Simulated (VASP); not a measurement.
# Ge16H (a cell with a defect) in VASP: a series of runs

Runs on Ge16H (a cell with a defect). Level: PBE. Tasks: single point.

Program: VASP 6.6.1. These are calculated values, not measurements. Logs are shortened: lines on timing, memory, paths and dates and some standing lists are left out, and cuts for length are marked.

### Step 1. The cell of the first run

The cell holds a defect, 17 atoms: a = 8.004 Å, b = 8.004 Å, c = 8.004 Å, α = 60.00°, β = 60.00°, γ = 60.00°.

### Step 2. Single point, PBE

The input, INCAR:

```
SYSTEM = Ge16H
ALGO = Normal ; EDIFF = 1E-6
ENCUT = 520 ; GGA = PE
ISIF = 2 ; ISMEAR = -1
LASPH = .True. ; LCHARG = .False.
LREAL = Auto ; LWAVE = .False.
NBANDS = 126 ; NELM = 100
PREC = Accurate ; SIGMA = 0.05
```

The input, KPOINTS:

```
k-points
0
Gamma
  2 2 2
  0 0 0
```

The input, POSCAR:

```
Ge16H
1.0
    0.0000000000      5.6600000000      5.6600000000
    5.6600000000      0.0000000000      5.6600000000
    5.6600000000      5.6600000000      0.0000000000
Ge H
16 1
Direct
   -0.0096180871     -0.0099732835      0.0028977115
    0.1618941352      0.1606535065      0.0148311977
    0.0183814451      0.0180067212      0.4437308552
    0.1142849304      0.1137674505      0.6232188087
   -0.0097082487      0.5152193839      0.0039132707
    0.1183835723      0.6176927531      0.1455720965
   -0.0025744620      0.4903698117      0.5209979089
    0.1150564463      0.6455105355      0.6244999575
    0.5163685271     -0.0106845188      0.0039105222
    0.6180328011      0.1181169389      0.1456311177
    0.4908892359     -0.0031034856      0.5210739166
    0.6459848244      0.1146110318      0.6245939940
    0.4949835538      0.4946887599      0.0141813443
    0.6182490211      0.6173018464      0.1451255717
    0.4913979575      0.4909805848      0.5203597677
    0.6205192342      0.6199995842      0.6390883017
    0.2465548135      0.2462294794      0.7635959573
```

Potentials or basis: VASP PAW PBE potentials, release 64 (Ge_d, H).

The run is started by

```
$ cat potpaw_PBE.64/Ge_d/POTCAR potpaw_PBE.64/H/POTCAR > POTCAR
$ mpirun -np 1 vasp_std > vasp.out
```

OUTCAR:

```text
SYSTEM = Ge16H
   EDIFF = 1E-6
   ENCUT = 520
   GGA = PE
   ISIF = 2
   ISMEAR = -1
   LASPH = .True.
   LREAL = Auto
   NELM = 100
   PREC = Accurate

 ion  position               nearest neighbor table
   1  0.990  0.990  0.003-   2 2.43   6 2.44  10 2.44   4 2.48
   2  0.162  0.161  0.015-  17 1.64   1 2.43   9 2.43   5 2.43   3 2.80
   3  0.018  0.018  0.444-   4 2.46  12 2.47   8 2.47   2 2.80
   4  0.114  0.114  0.623-   3 2.46   7 2.47  11 2.47   1 2.48
   5  0.990  0.515  0.004-   2 2.43  14 2.44   6 2.44   8 2.48
   6  0.118  0.618  0.146-   5 2.44   1 2.44   7 2.45  13 2.46
   7  0.997  0.490  0.521-   6 2.45  16 2.46   8 2.47   4 2.47
   8  0.115  0.646  0.624-   3 2.47   7 2.47  15 2.47   5 2.48
   9  0.516  0.989  0.004-   2 2.43  14 2.44  10 2.44  12 2.48
  10  0.618  0.118  0.146-   9 2.44   1 2.44  11 2.45  13 2.46
  11  0.491  0.997  0.521-  10 2.45  16 2.46  12 2.47   4 2.47
  12  0.646  0.115  0.625-   3 2.47  15 2.47  11 2.47   9 2.48
  13  0.495  0.495  0.014-  16 2.45  10 2.46   6 2.46  14 2.46
  14  0.618  0.617  0.145-   9 2.44   5 2.44  15 2.45  13 2.46
  15  0.491  0.491  0.520-  14 2.45  16 2.46   8 2.47  12 2.47
  16  0.621  0.620  0.639-  13 2.45  15 2.46  11 2.46   7 2.46
  17  0.247  0.246  0.764-   2 1.64

  LATTYP: Found a face centered cubic cell.
 ALAT       =    11.3200000000

  Lattice vectors:

 A1 = (   0.0000000000,   5.6600000000,   5.6600000000)
 A2 = (   5.6600000000,   0.0000000000,   5.6600000000)
 A3 = (   5.6600000000,   5.6600000000,   0.0000000000)

Analysis of symmetry for initial positions (statically):
=====================================================================
 Subroutine PRICEL returns:
 Original cell was already a primitive cell.

 Routine SETGRP: Setting up the symmetry group for a
 face centered cubic supercell.

 Subroutine GETGRP returns: Found  1 space group operations
 (whereof  1 operations were pure point group operations)
 out of a pool of 48 trial point group operations.

The static configuration has the point symmetry C_1 .

Analysis of symmetry for dynamics (positions and initial velocities):
=====================================================================
 Subroutine PRICEL returns:
 Original cell was already a primitive cell.

 Routine SETGRP: Setting up the symmetry group for a
 face centered cubic supercell.

 Subroutine GETGRP returns: Found  1 space group operations
 (whereof  1 operations were pure point group operations)
 out of a pool of 48 trial point group operations.

The dynamic configuration has the point symmetry C_1 .

 Subroutine INISYM returns: Found  1 space group operations
[... 116 lines left out ...]
   ISIF   =      2    stress and relaxation
   ISYM   =      2    0-nonsym 1-usesym 2-fastsym
   POTIM  = 0.5000    time-step for ionic-motion
   TEBEG  =    0.0;   TEEND  =   0.0 temperature during run
   PSTRESS=    0.0 pullay stress
   NELECT =     225.0000    total number of electrons
   NUPDOWN=      -1.0000    fix difference up-down
   EMIN   =  10.00;   EMAX   =-10.00  energy-range for DOS
   EFERMI =   0.00;   METHOD = LEGACY
   ISMEAR =    -1;   SIGMA  =   0.05  broadening in eV -4-tet -1-fermi 0-gaus
   EFERMI_NEDOS =   21; number of points for ismear=-14 and -15
   IALGO  =     38    algorithm
   IMIX   =      4    mixing-type and parameters
     AMIX     =   0.40;   BMIX     =  1.00
     AMIX_MAG =   1.60;   BMIX_MAG =  1.00
  volume/ion in A,a.u.               =      21.33       143.96
  Fermi-wavevector in a.u.,A,eV,Ry     =   1.396291  2.638607 26.526303  1.949628
  Thomas-Fermi vector in A             =   2.519659
   LORBIT       =      0    0 simple, 1 ext, 2 COOP (PROOUT), +10 PAW based schemes
   GGA     = PE    functional components
   LHFCALC =     F    Hartree Fock is set to
   AEXX    =    0.0000 exact exchange contribution
   IVDW    =     0    specifies the selected vdW correction
   LEPSILON=     F    determine dielectric tensor
   LRPA    =     F    only Hartree local field effects (RPA)
 non-spin polarized calculation
  energy-cutoff  :      520.00
  volume of cell :      362.64
 maximum number of plane-waves:      9841
 NGX is ok and might be reduce to    60
   NGX = 29   NGY = 29   NGZ = 29

 number of electron     224.9999991 magnetization

 Free energy of the ion-electron system (eV)
  ---------------------------------------------------
  ext. energy  EPLUGINS =         0.00000000
  ---------------------------------------------------
  free energy    TOTEN  =       -72.14997250 eV

  energy without entropy =      -72.11274100  energy(sigma->0) =      -72.13135675

 E-fermi :   4.7683     XC(G=0):  -9.9743

 val. band max:        4.7375343158   @ k =   0.5000   0.0000   0.0000
 cond. band min:       4.8919927356   @ k =   0.0000   0.0000   0.0000
 fundamental gap:      0.1544584198
 Fermi energy:         4.7682959571

 k-point     1 :       0.0000    0.0000    0.0000
  band No.  band energies     occupation
      1     -19.9146      2.00000
      2     -19.9142      2.00000
      3     -19.9054      2.00000
      4     -19.8900      2.00000
      5     -19.8800      2.00000
      6     -19.8797      2.00000
[... 1005 lines left out ...]
    123       9.1405      0.00000
    124       9.1788      0.00000
 [bands above 124 left out]

------------------------ aborting loop because EDIFF is reached ----------------------------------------

  FORCE on cell =-STRESS in cart. coord.  units (eV):
  Direction    XX          YY          ZZ          XY          YZ          ZX
  --------------------------------------------------------------------------------------
  -------------------------------------------------------------------------------------
  Total        8.6084876      8.5810742      8.6054774     -0.1232916      0.2008083      0.1816513
  in kB       38.0327871     37.9116731     38.0194877     -0.5447094      0.8871825      0.8025457
  external PRESSURE =      37.9879826 kB  Pullay stress =       0.0000000 kB

 VOLUME and BASIS-vectors are now :
 -----------------------------------------------------------------------------
  energy-cutoff  :      520.00
  volume of cell :      362.64
      direct lattice vectors                 reciprocal lattice vectors
     0.000000000  5.660000000  5.660000000    -0.088339223  0.088339223  0.088339223
     5.660000000  0.000000000  5.660000000     0.088339223 -0.088339223  0.088339223
     5.660000000  5.660000000  0.000000000     0.088339223  0.088339223 -0.088339223

 POSITION                                       TOTAL-FORCE (eV/Angst)
 -----------------------------------------------------------------------------------
      5.61995      5.62196     11.20911        -0.015561     -0.014125      0.011063
      0.99324      1.00027      1.82562         0.006324     -0.006225      0.059710
      2.61343      2.61556      0.20596        -0.023118     -0.018538     -0.035917
      4.17134      4.17427      1.29078         0.056307      0.056738      0.021271
      2.93829      5.62720      8.52119        -0.043795      0.006454     -0.003040
      4.32008      1.49399      4.16619         0.004747      0.005858      0.000880
[... 9 lines left out ...]
      7.12644      7.12938      7.02134         0.007313      0.006464     -0.006034
      5.71561      5.71745      2.78916         0.004205      0.010394     -0.037349
 -----------------------------------------------------------------------------------
    total drift:                               -0.001763     -0.001698     -0.000616

  FREE ENERGIE OF THE ION-ELECTRON SYSTEM (eV)
  ---------------------------------------------------
  free  energy   TOTEN  =       -72.1499725037 eV

  energy  without entropy=      -72.1127410031  energy(sigma->0) =      -72.13135675
```

Run time: 5.8 min. Hardware: 1 thread of Intel Xeon 6975P-C (Granite Rapids), shared host; peak memory 0.61 GiB.

Results:

```yaml
Free_energy: -72.1500 eV
Pressure: 3.8 GPa
Largest_force: 0.083 eV/Å
Band_gap_on_the_k_mesh: zero (an odd number of electrons rules out a gap without spin polarisation)
```

Forces in eV/Å, atoms in the order of the input:
```
Ge  -0.016 -0.014  0.011
Ge   0.006 -0.006  0.060
Ge  -0.023 -0.019 -0.036
Ge   0.056  0.057  0.021
Ge  -0.044  0.006 -0.003
Ge   0.005  0.006  0.001
Ge  -0.016 -0.025 -0.005
Ge   0.027  0.002 -0.004
Ge   0.009 -0.046 -0.003
Ge   0.004  0.008  0.000
Ge  -0.025 -0.017 -0.004
Ge   0.000  0.023 -0.004
Ge   0.007  0.008  0.008
Ge   0.001  0.000 -0.018
Ge  -0.003 -0.001  0.021
Ge   0.007  0.006 -0.006
H    0.004  0.010 -0.037
```

Caveat: the k points lie up to 0.48 Å⁻¹ apart, too coarse for converged energies and pressures of a metal.

### Step 3. Single point, PBE

The input, INCAR:

```
ALGO = Normal
EDIFF = 1E-6
ENCUT = 520
GGA = PE
ISIF = 2
ISMEAR = -1
LASPH = T
LCHARG = F
LREAL = Auto
LWAVE = F
NBANDS = 126
NELM = 80
PREC = Accurate
SIGMA = 0.05
```

The input, KPOINTS:

```
k-points
0
Gamma
  2 2 2
```

The input, POSCAR:

```
Ge16H
1.0
    0.0000000000      5.6600000000      5.6600000000
    5.6600000000      0.0000000000      5.6600000000
    5.6600000000      5.6600000000      0.0000000000
Ge H
16 1
Direct
   -0.0095936396     -0.0099646643      0.0027561837
    0.1620318021      0.1609187279      0.0147349823
    0.0182332155      0.0177915194      0.4436925795
    0.1143904594      0.1138780919      0.6237367491
   -0.0094169611      0.5149293286      0.0036925795
    0.1184010601      0.6176943463      0.1455918728
   -0.0026590106      0.4903798587      0.5208038869
    0.1148763251      0.6456360424      0.6246819788
    0.5160512367     -0.0103798587      0.0037190813
    0.6180565371      0.1180918728      0.1456713781
    0.4909010601     -0.0031625442      0.5208657244
    0.6461042403      0.1144257951      0.6247438163
    0.4950353357      0.4947173145      0.0142402827
    0.6181448763      0.6172084806      0.1452120141
    0.4915017668      0.4910600707      0.5202650177
    0.6204770318      0.6199646643      0.6392049470
    0.2452915194      0.2440194346      0.7640724382
```

Potentials or basis: VASP PAW PBE potentials, release 64 (Ge_d, H).

The run is started by

```
$ cat potpaw_PBE.64/Ge_d/POTCAR potpaw_PBE.64/H/POTCAR > POTCAR
$ mpirun -np 1 vasp_std > vasp.out
```

It took 7.6 min on 1 thread of Intel Xeon 6975P-C (Granite Rapids), shared host; peak memory 0.61 GiB.

It converged, with:

* Free energy: -72.1508 eV
* Pressure: 3.8 GPa
* Largest force: 0.019 eV/Å
* Band gap on the k mesh: zero (an odd number of electrons rules out a gap without spin polarisation)

Forces on the atoms (eV/Å):
```
Ge   0.013  0.013 -0.005
Ge  -0.008 -0.009 -0.008
Ge   0.011  0.012 -0.004
Ge   0.003  0.004  0.003
Ge   0.002  0.001  0.001
Ge  -0.009 -0.008  0.000
Ge   0.002 -0.010  0.004
Ge  -0.004 -0.005 -0.004
Ge   0.005 -0.001 -0.001
Ge  -0.011 -0.007  0.001
Ge  -0.010  0.001  0.003
Ge  -0.007 -0.003 -0.003
Ge   0.005  0.006 -0.004
Ge   0.000 -0.001  0.012
Ge   0.001  0.003 -0.001
Ge   0.003  0.002 -0.005
H    0.004  0.001  0.011
```

Stress tensor (GPa, compression positive):
```
 3.80 -0.05  0.03
-0.05  3.79  0.03
 0.03  0.03  3.83
```

Levels at points of the mesh, in eV from the Fermi level:
```tsv
k point	band 110	band 111	band 112	band 113	band 114	band 115	band 116	band 117
(0.00, 0.00, 0.00)	-0.83	0.13	0.14	0.27	0.40	0.41	0.41	0.50
(0.50, 0.00, 0.00)	-0.74	-0.65	-0.57	-0.03	0.90	1.02	1.49	1.62
(0.00, 0.50, 0.00)	-0.74	-0.65	-0.57	-0.03	0.90	1.02	1.49	1.62
(0.00, 0.00, 0.50)	-0.73	-0.73	-0.51	-0.51	0.92	1.09	1.49	1.49
(0.50, 0.50, 0.50)	-0.74	-0.65	-0.57	-0.04	0.90	1.02	1.48	1.62
(0.50, 0.50, 0.00)	-1.28	-1.19	-1.11	-0.15	1.25	1.61	2.05	2.12
(0.00, 0.50, 0.50)	-1.28	-1.19	-1.11	-0.16	1.25	1.62	2.05	2.12
(0.50, 0.00, 0.50)	-1.28	-1.19	-1.11	-0.16	1.25	1.62	2.05	2.12
```

Caveat: the k points lie up to 0.48 Å⁻¹ apart, too coarse for converged energies and pressures of a metal.
